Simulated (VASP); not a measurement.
Wanted: the native input for a VASP 6.6.1 run.

```yaml
Task: electric field gradients
Functional: PBEsol
Potentials_or_basis: VASP PAW PBE potentials, release 64 (Zn, S)
Cutoff: 520 eV
k_mesh: 8 × 8 × 8
Occupations: fermi-dirac, width 0.01 eV
Spin: no spin polarisation
Dipole_correction: no
Further_INCAR_settings: ALGO = Normal; EDIFF = 1e-08; NBANDS = 16
```

The structure of ZnS lies in POSCAR:

```
ZnS
1.0
    0.0000000000      2.6587996169      2.6587996169
    2.6587996169      0.0000000000      2.6587996169
    2.6587996169      2.6587996169      0.0000000000
Zn S
1 1
Direct
    0.0000000000      0.0000000000      0.0000000000
    0.7500000000      0.7500000000      0.7500000000
```

This cell differs from its parent crystal: volume scaled by 0.95.

The input as run:

INCAR

```
PREC = Accurate
ENCUT = 520
EDIFF = 1E-8
ISMEAR = -1
SIGMA = 0.01
LREAL = False
LASPH = True
NELM = 100
ALGO = Normal
ISIF = 2
LWAVE = False
LCHARG = False
GGA = PS
LEFG = True
NBANDS = 16
```

KPOINTS

```
regular mesh
0
Gamma
  8 8 8
```

Potentials or basis: VASP PAW PBE potentials, release 64 (Zn, S).

Run with:

```sh
$ cat potpaw_PBE.64/Zn/POTCAR potpaw_PBE.64/S/POTCAR > POTCAR
$ mpirun -np 1 vasp_std > vasp.out
```

It gave:

The pressure is 2.0 GPa and the band gap on the k mesh is 2.19 eV, direct.

Caveat: without QUAD_EFG the Cq values of the log hold for a quadrupole moment of 1 mb, not for the nuclei; the PAW data sets were made with another functional, which shifts forces and pressure a little.

Wall time 8.1 s on 1 thread of Intel(R) Xeon(R) 6975P-C (Granite Rapids) (shared host), peak memory 0.16 GiB.
